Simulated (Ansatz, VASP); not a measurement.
# Mg in VASP and in Ansatz

```xyz
4
Lattice="3.1758 0.0000 0.0000 -1.5879 2.7503 0.0000 0.0000 0.0000 10.3428" Properties=species:S:1:pos:R:3 pbc="T T T"
Mg    1.5879    2.7503    0.0000
Mg    1.5879    2.7503    5.1714
Mg    0.0000    1.8336    2.5857
Mg    1.5879    0.9168    7.7571
```

Alike in both runs: task single point; functional BLYP; k mesh 13 × 13 × 4; occupations fermi-dirac, width 0.1 eV; no spin polarisation.

```csv
,VASP,Ansatz
version,VASP 6.6.1,Ansatz 0.2.0
potentials or method,"VASP PAW PBE potentials, release 64 (Mg), cutoff 520 eV","plane waves (420 eV) with PAW, scalar-relativistic"
valence electrons in the cell,8,40
```

```csv
,VASP,Ansatz,Ansatz less VASP
pressure (GPa),1.5,1.5,+0.04
```

VASP's potentials were made for PBE, not for BLYP. VASP's potentials hold 8 valence electrons a cell and Ansatz's 40, so a difference there can come from the potentials and not from the codes.
